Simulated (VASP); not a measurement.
# SiC (P2_1) in VASP: single point with LDA

Aim: the single point of SiC with LDA.

Everything below comes from runs of VASP 6.6.1. Logs are shortened: lines on timing, memory, paths and dates and some standing lists are left out, and cuts for length are marked.

**1. The cell of the first run**

Symmetry: P2_1, No. 4, monoclinic system. The conventional cell has a = 3.056 Å, b = 5.016 Å, c = 5.293 Å, α = 90.00°, β = 90.00°, γ = 90.00°. Within 2.5 Å of Si (site symmetry 1) lie 4 C at 1.86 to 1.89 Å. Within 2.5 Å of Si (site symmetry 1) lie 4 C at 1.87 to 1.89 Å. C (site symmetry 1) has 4 Si at 1.87 to 1.89 Å within 2.5 Å. Within 2.5 Å of C (site symmetry 1) lie 4 Si at 1.86 to 1.89 Å.

**2. Single point, LDA (atoms displaced along several vibrational modes)**

INCAR

```
ALGO = Normal
EDIFF = 1E-7
ENCUT = 520
GGA = CA
ISIF = 2
ISMEAR = 0
LASPH = True
LCHARG = False
LREAL = False
LWAVE = False
NBANDS = 26
NELM = 80
PREC = Accurate
SIGMA = 0.05
```

KPOINTS

```
k-points
0
Gamma
  10 6 6
```

POSCAR

```
SiC
1.0
   -3.0561890844      0.0000000000      0.0000000000
    0.0000000000      0.0000000000     -5.0161734138
    0.0000000000     -5.2934747717      0.0000000000
Si C
4 4
Direct
    0.5348106053      0.9953958738      0.1666666667
    0.0277499960      0.9953958738      0.6666666667
   -0.0277499960      0.4953958738      0.3333333333
    0.4651893947      0.4953958738      0.8333333333
    0.4745453990      0.6196041262      0.1666666667
   -0.0318290525      0.6196041262      0.6666666667
    0.0318290525      0.1196041262      0.3333333333
    0.5254546010      0.1196041262      0.8333333333
```

Potentials or basis: VASP PAW LDA potentials, release 64 (Si, C).

Command:

```
> cat potpaw_LDA.64/Si/POTCAR potpaw_LDA.64/C/POTCAR > POTCAR
> mpirun -np 1 vasp_std > vasp.out
```

OUTCAR:

```text
EDIFF = 1E-7
   ENCUT = 520
   GGA = CA
   ISIF = 2
   ISMEAR = 0
   LASPH = True
   LREAL = False
   NELM = 80
   PREC = Accurate

 ion  position               nearest neighbor table
   1  0.535  0.995  0.167-   7 1.86   8 1.87   7 1.88   5 1.89   3 2.98   3 2.98   2 3.05   2 3.05
                             2 3.07   2 3.07   4 3.07   4 3.07
   2  0.028  0.995  0.667-   8 1.87   7 1.87   8 1.88   6 1.89   4 2.98   4 2.98   1 3.05   1 3.05
                             1 3.07   1 3.07   3 3.07   3 3.07
   3  0.972  0.495  0.333-   5 1.87   6 1.87   5 1.88   7 1.89   1 2.98   1 2.98   4 3.05   4 3.05
                             4 3.07   4 3.07   2 3.07   2 3.07
   4  0.465  0.495  0.833-   6 1.86   5 1.87   6 1.88   8 1.89   2 2.98   2 2.98   3 3.05   3 3.05
                             3 3.07   3 3.07   1 3.07   1 3.07
   5  0.475  0.620  0.167-   3 1.87   4 1.87   3 1.88   1 1.89
   6  0.968  0.620  0.667-   4 1.86   3 1.87   4 1.88   2 1.89
   7  0.032  0.120  0.333-   1 1.86   2 1.87   1 1.88   3 1.89
   8  0.525  0.120  0.833-   2 1.87   1 1.87   2 1.88   4 1.89

  LATTYP: Found a simple orthorhombic cell.
 ALAT       =     3.0561890844
 B/A-ratio  =     1.6413164485
 C/A-ratio  =     1.7320508076

  Lattice vectors:

 A1 = (  -3.0561890844,   0.0000000000,   0.0000000000)
 A2 = (   0.0000000000,   0.0000000000,  -5.0161734138)
 A3 = (   0.0000000000,  -5.2934747717,   0.0000000000)

Analysis of symmetry for initial positions (statically):
=====================================================================
 Subroutine PRICEL returns:
 Original cell was already a primitive cell.

 Routine SETGRP: Setting up the symmetry group for a
 simple orthorhombic supercell.

 Subroutine GETGRP returns: Found  2 space group operations
 (whereof  1 operations were pure point group operations)
 out of a pool of  8 trial point group operations.

The static configuration has the point symmetry C_1 .
 The point group associated with its full space group is C_2 .

Analysis of symmetry for dynamics (positions and initial velocities):
=====================================================================
 Subroutine PRICEL returns:
 Original cell was already a primitive cell.

 Routine SETGRP: Setting up the symmetry group for a
 simple orthorhombic supercell.

 Subroutine GETGRP returns: Found  2 space group operations
 (whereof  1 operations were pure point group operations)
 out of a pool of  8 trial point group operations.

The dynamic configuration has the point symmetry C_1 .
 The point group associated with its full space group is C_2 .

 Subroutine INISYM returns: Found  2 space group operations
 (whereof  1 operations are pure point group operations),
 and found     1 'primitive' translations

----------------------------------------------------------------------------------------

                                     Primitive cell

  volume of cell :      81.1510

  direct lattice vectors                    reciprocal lattice vectors
    -3.056189084  0.000000000  0.000000000    -0.327204886  0.000000000  0.000000000
     0.000000000  0.000000000 -5.016173414     0.000000000  0.000000000 -0.199355149
     0.000000000 -5.293474772  0.000000000     0.000000000 -0.188911829  0.000000000

  length of vectors
     3.056189084  5.016173414  5.293474772     0.327204886  0.199355149  0.188911829

  position of ions in fractional coordinates (direct lattice)
     0.534810605  0.995395874  0.166666667
     0.027749996  0.995395874  0.666666667
     0.972250004  0.495395874  0.333333333
     0.465189395  0.495395874  0.833333333
     0.474545399  0.619604126  0.166666667
     0.968170947  0.619604126  0.666666667
     0.031829053  0.119604126  0.333333333
     0.525454601  0.119604126  0.833333333

  ion indices of the primitive-cell ions
   primitive index   ion index
                 1           1
                 2           2
                 3           3
                 4           4
                 5           5
                 6           6
                 7           7
                 8           8

----------------------------------------------------------------------------------------

 KPOINTS: k-points

Automatic generation of k-mesh.
 Grid dimensions read from file:
 generate k-points for:   10    6    6

 Generating k-lattice:

  Cartesian coordinates                     Fractional coordinates (reciprocal lattice)
    -0.032720489  0.000000000  0.000000000     0.100000000  0.000000000  0.000000000
     0.000000000  0.000000000 -0.033225858     0.000000000  0.166666667  0.000000000
     0.000000000 -0.031485305  0.000000000     0.000000000  0.000000000  0.166666667

  Length of vectors
     0.032720489  0.033225858  0.031485305

  Shift w.r.t. Gamma in fractional coordinates (k-lattice)
     0.000000000  0.000000000  0.000000000

 Subroutine IBZKPT returns following result:
 ===========================================

 Found    128 irreducible k-points:

 Following reciprocal coordinates:
            Coordinates               Weight
  0.000000  0.000000  0.000000      1.000000
  0.100000  0.000000  0.000000      2.000000
  0.200000  0.000000  0.000000      2.000000
  0.300000  0.000000  0.000000      2.000000
  0.400000  0.000000  0.000000      2.000000
  0.500000  0.000000  0.000000      1.000000
[... 16 lines left out ...]
  0.400000  0.500000  0.000000      2.000000
  0.500000  0.500000  0.000000      1.000000
 [... further k-points ...]
   k-points           NKPTS =    128   k-points in BZ     NKDIM =    128   number of bands    NBANDS=     26
   number of dos      NEDOS =    301   number of ions     NIONS =      8
   total plane-waves  NPLWV =  38400
   dimension x,y,z NGX =    24 NGY =   40 NGZ =   40
   dimension x,y,z NGXF=    48 NGYF=   80 NGZF=   80
   ions per type =               4   4
   NGX,Y,Z   is equivalent  to a cutoff of  13.06, 13.26, 12.56 a.u.
   NGXF,Y,Z  is equivalent  to a cutoff of  26.11, 26.51, 25.12 a.u.
 SYSTEM =  unknown system
   PREC   = accura    normal or accurate (medium, high low for compatibility)
   ISTART =      0    job   : 0-new  1-cont  2-samecut
   ICHARG =      2    charge: 1-file 2-atom 10-const
   ISPIN  =      1    spin polarized calculation?
   LNONCOLLINEAR =      F non collinear calculations
   LSORBIT =      F    spin-orbit coupling
   LASPH  =      T    aspherical Exc in radial PAW
   ENCUT  =  520.0 eV  38.22 Ry    6.18 a.u.   5.68  9.33  9.84*2*pi/ulx,y,z
   NELM   =     80;   NELMIN=  2; NELMDL= -5     # of ELM steps
   EDIFF  = 0.1E-06   stopping-criterion for ELM
   LREAL  =      F    real-space projection
   EDIFFG = 0.1E-05   stopping-criterion for IOM
   NSW    =      0    number of steps for IOM
   IBRION =     -1    ionic relax: 0-MD 1-quasi-New 2-CG
   NFREE  =      0    steps in history (QN), initial steepest desc. (CG)
   ISIF   =      2    stress and relaxation
   ISYM   =      2    0-nonsym 1-usesym 2-fastsym
   POTIM  = 0.5000    time-step for ionic-motion
   TEBEG  =    0.0;   TEEND  =   0.0 temperature during run
   PSTRESS=    0.0 pullay stress
   NELECT =      32.0000    total number of electrons
   NUPDOWN=      -1.0000    fix difference up-down
   EMIN   =  10.00;   EMAX   =-10.00  energy-range for DOS
   EFERMI =   0.00;   METHOD = LEGACY
   ISMEAR =     0;   SIGMA  =   0.05  broadening in eV -4-tet -1-fermi 0-gaus
   EFERMI_NEDOS =   21; number of points for ismear=-14 and -15
   IALGO  =     38    algorithm
   IMIX   =      4    mixing-type and parameters
     AMIX     =   0.40;   BMIX     =  1.00
     AMIX_MAG =   1.60;   BMIX_MAG =  1.00
  volume/ion in A,a.u.               =      10.14        68.45
  Fermi-wavevector in a.u.,A,eV,Ry     =   1.200495  2.268606 19.608550  1.441188
  Thomas-Fermi vector in A             =   2.336329
   LORBIT       =      0    0 simple, 1 ext, 2 COOP (PROOUT), +10 PAW based schemes
   GGA     = CA    functional components
   LHFCALC =     F    Hartree Fock is set to
   AEXX    =    0.0000 exact exchange contribution
   IVDW    =     0    specifies the selected vdW correction
   LEPSILON=     F    determine dielectric tensor
   LRPA    =     F    only Hartree local field effects (RPA)
 non-spin polarized calculation
 Gauss-broadening in eV      SIGMA  =   0.05
  energy-cutoff  :      520.00
  volume of cell :       81.15
 maximum number of plane-waves:      2207
 NGX is ok and might be reduce to    24
   NGX = 11   NGY = 19   NGZ = 19

 number of electron      31.9999999 magnetization

 Free energy of the ion-electron system (eV)
  ---------------------------------------------------
  ext. energy  EPLUGINS =         0.00000000
  ---------------------------------------------------
  free energy    TOTEN  =       -66.37898532 eV

  energy without entropy =      -66.37898532  energy(sigma->0) =      -66.37898532

 E-fermi :   8.8319     XC(G=0): -11.6380

 val. band max:        8.6018520037   @ k =   0.0000   0.0000   0.0000
 cond. band min:      10.5466857079   @ k =   0.3000   0.0000   0.0000
 fundamental gap:      1.9448337042
 Fermi energy:         8.8318519098

 k-point     1 :       0.0000    0.0000    0.0000
  band No.  band energies     occupation
      1      -7.1936      2.00000
      2      -3.7668      2.00000
      3      -3.5079      2.00000
      4      -2.2802      2.00000
      5      -0.3728      2.00000
      6       0.6463      2.00000
[... 18 lines left out ...]
     25      16.1274      0.00000
     26      17.2697      0.00000

 k-point     2 :       0.1000    0.0000    0.0000
  band No.  band energies     occupation
      1      -7.0608      2.00000
      2      -3.6483      2.00000
      3      -3.3939      2.00000
      4      -2.2355      2.00000
      5      -0.2493      2.00000
      6       0.7701      2.00000
[... 18 lines left out ...]
     25      16.3743      0.00000
[... 608 lines left out ...]
     25      17.2683      0.00000
     26      17.2683      0.00000

 k-point    24 :       0.5000    0.5000    0.0000
  band No.  band energies     occupation
      1      -3.1087      2.00000
      2      -3.1087      2.00000
      3      -3.0861      2.00000
      4      -3.0861      2.00000
      5       1.2487      2.00000
      6       1.2487      2.00000
[... 18 lines left out ...]
     25      17.7463      0.00000
     26      17.7781      0.00000

 [... further k-points ...]

------------------------ aborting loop because EDIFF is reached ----------------------------------------

  FORCE on cell =-STRESS in cart. coord.  units (eV):
  Direction    XX          YY          ZZ          XY          YZ          ZX
  --------------------------------------------------------------------------------------
  -------------------------------------------------------------------------------------
  Total       -0.1948639      0.3227011      0.0516855     -0.3441447      0.0000000      0.0000000
  in kB       -3.8472327      6.3711442      1.0204357     -6.7945090      0.0000000      0.0000000
  external PRESSURE =       1.1814491 kB  Pullay stress =       0.0000000 kB

 VOLUME and BASIS-vectors are now :
 -----------------------------------------------------------------------------
  energy-cutoff  :      520.00
  volume of cell :       81.15
      direct lattice vectors                 reciprocal lattice vectors
    -3.056189084  0.000000000  0.000000000    -0.327204886  0.000000000  0.000000000
     0.000000000  0.000000000 -5.016173414     0.000000000  0.000000000 -0.199355149
     0.000000000 -5.293474772  0.000000000     0.000000000 -0.188911829  0.000000000

 POSITION                                       TOTAL-FORCE (eV/Angst)
 -----------------------------------------------------------------------------------
     -1.63448     -0.88225     -4.99308         0.727246      0.034642      0.045172
     -0.08481     -3.52898     -4.99308         0.577569      0.030858      0.047244
     -2.97138     -1.76449     -2.48499        -0.577569     -0.030858      0.047244
     -1.42171     -4.41123     -2.48499        -0.727246     -0.034642      0.045172
     -1.45030     -0.88225     -3.10804        -0.234767      0.005258     -0.045628
     -2.95891     -3.52898     -3.10804        -0.291463      0.009239     -0.046788
     -0.09728     -1.76449     -0.59996         0.291463     -0.009239     -0.046788
     -1.60589     -4.41123     -0.59996         0.234767     -0.005258     -0.045628
 -----------------------------------------------------------------------------------
    total drift:                               -0.000000     -0.000000     -0.000201

  FREE ENERGIE OF THE ION-ELECTRON SYSTEM (eV)
  ---------------------------------------------------
  free  energy   TOTEN  =       -66.3789853238 eV

  energy  without entropy=      -66.3789853238  energy(sigma->0) =      -66.37898532
```

It took 3.1 min on 1 thread of AMD EPYC 7R13 (Zen 3), shared host; peak memory 0.27 GiB.

Results:

```yaml
Free_energy: -66.3790 eV
Pressure: 0.1 GPa
Largest_force: 0.729 eV/Å
Band_gap_on_the_k_mesh: 1.94 eV
```

Forces in eV/Å, atoms in the order of the input:
```
Si   0.727  0.035  0.045
Si   0.578  0.031  0.047
Si  -0.578 -0.031  0.047
Si  -0.727 -0.035  0.045
C   -0.235  0.005 -0.046
C   -0.291  0.009 -0.047
C    0.291 -0.009 -0.047
C    0.235 -0.005 -0.046
```

Caveat: the cell differs from its parent crystal (atoms displaced along several vibrational modes).
